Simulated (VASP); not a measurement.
Wanted: the native input for a VASP 6.6.1 run.

```
Task                   : single point
Functional             : r2SCAN
Potentials or basis    : VASP PAW PBE potentials, release 64 (Ge_d)
Cutoff                 : 520 eV
k mesh                 : 14 × 14 × 14
Occupations            : gaussian, width 0.01 eV
Spin                   : no spin polarisation
Dipole correction      : no
Further INCAR settings : ALGO = Normal; EDIFF = 1e-06; NBANDS = 21
```

The system is Ge.

```
Ge
1.0
     0.00000    2.81279    2.81279
     2.81279    0.00000    2.81279
     2.81279    2.81279    0.00000
Ge
2
Cartesian
  2.8128 2.8128 2.8128
  4.2192 4.2192 4.2192
```

One way to write it, as run:

POSCAR

```
Ge
1.0
    0.0000000000      2.8127873832      2.8127873832
    2.8127873832      0.0000000000      2.8127873832
    2.8127873832      2.8127873832      0.0000000000
Ge
2
Direct
    0.5000000000      0.5000000000      0.5000000000
    0.7500000000      0.7500000000      0.7500000000
```

INCAR.step1

```
ALGO = Normal ; EDIFF = 1E-4
ENCUT = 520 ; GGA = PE
ISMEAR = 0 ; LASPH = True
LCHARG = False ; LREAL = False
LWAVE = True ; NBANDS = 21
NELM = 100 ; PREC = Accurate
SIGMA = 0.01
```

INCAR.step2

```
ALGO = Normal ; EDIFF = 1E-6
ENCUT = 520 ; ISIF = 2
ISMEAR = 0 ; ISTART = 1
LASPH = True ; LCHARG = False
LMIXTAU = True ; LREAL = False
LWAVE = False ; METAGGA = R2SCAN
NBANDS = 21 ; NELM = 100
PREC = Accurate ; SIGMA = 0.01
```

KPOINTS

```
k-points
0
Gamma
  14 14 14
```

Potentials or basis: VASP PAW PBE potentials, release 64 (Ge_d).

Launch:

```bash
$ cat potpaw_PBE.64/Ge_d/POTCAR > POTCAR
$ cp INCAR.step1 INCAR
$ mpirun -np 1 vasp_std > vasp.out
$ cp INCAR.step2 INCAR
$ mpirun -np 1 vasp_std > vasp.out
```

It gave:

- Pressure: 2.1 GPa
- Band gap on the k mesh: 0.50 eV, indirect (least direct gap 0.57 eV)

Caveat: the PAW data sets were made with another functional, which shifts forces and pressure a little.

Run time: 2.4 min on 1 thread of Intel(R) Xeon(R) 6975P-C (Granite Rapids), with other jobs on the host, peak memory 0.22 GiB.
